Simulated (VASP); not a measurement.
Ca2Al2O:

```
Ca Al O
1.0
     4.20975    0.00000    0.00000
     0.00000    4.20975    0.00000
     0.00000    0.00000    5.67060
Ca Al O
2 2 1
Cartesian
  0.0000 2.1049 2.8353
  2.1049 0.0000 2.8353
  2.1049 2.1049 1.1288
  2.1049 2.1049 4.5418
  0.0000 0.0000 0.0000
```

The cell was generated, and may not be a known phase.

```yaml
Program: VASP 6.6.1
Task: relaxation of cell and atoms
Functional: PBE
Potentials_or_basis: VASP PAW PBE potentials, release 64 (Ca_sv, Al, O)
Cutoff: 600 eV
k_mesh: 4 × 4 × 4
Occupations: gaussian, width 0.1 eV
Spin: no spin polarisation
```

At the start: pressure 17.7 GPa; volume 20.10 Å³/atom.

Problem. How do energy, volume and symmetry change on relaxing?

Solution. Over 11 steps the energy falls by 420.4 meV/atom and the volume is 27.20 Å³/atom (+35.3 %); space group P4/mmm (No. 123, to 0.1 Å) before and after.

The path:
```csv
step,energy change (eV),largest force (eV/Å),pressure (GPa),volume (Å³)
1,0.0000,1.3961,17.72,100.49
2,-1.9578,0.2330,1.62,136.39
3,-1.9983,0.0648,-0.56,147.39
4,-2.0026,0.0964,-0.12,144.83
5,-2.0021,0.1096,0.07,143.84
6,-2.0069,0.1304,0.03,143.56
7,-2.0247,0.1726,-0.04,142.71
8,-2.0628,0.1646,-0.13,140.88
9,-2.1013,0.0387,-0.23,136.80
10,-2.0839,0.5072,0.88,131.94
11,-2.1019,0.0375,-0.06,136.02
```

Final structure:
```
Ca Al O
1.0
     4.38126    0.00000    0.00000
     0.00000    4.38126    0.00000
     0.00000    0.00000    7.08585
Ca Al O
2 2 1
Direct
  0.00000 0.50000 0.50000
  0.50000 0.00000 0.50000
  0.50000 0.50000 0.16920
  0.50000 0.50000 0.83080
  0.00000 0.00000 0.00000
```

Caveat: the k points lie up to 0.36 Å⁻¹ apart in the final cell, too coarse for converged energies and pressures of a metal; the volume moved by over 15 % at a fixed basis, so the end points are rough.
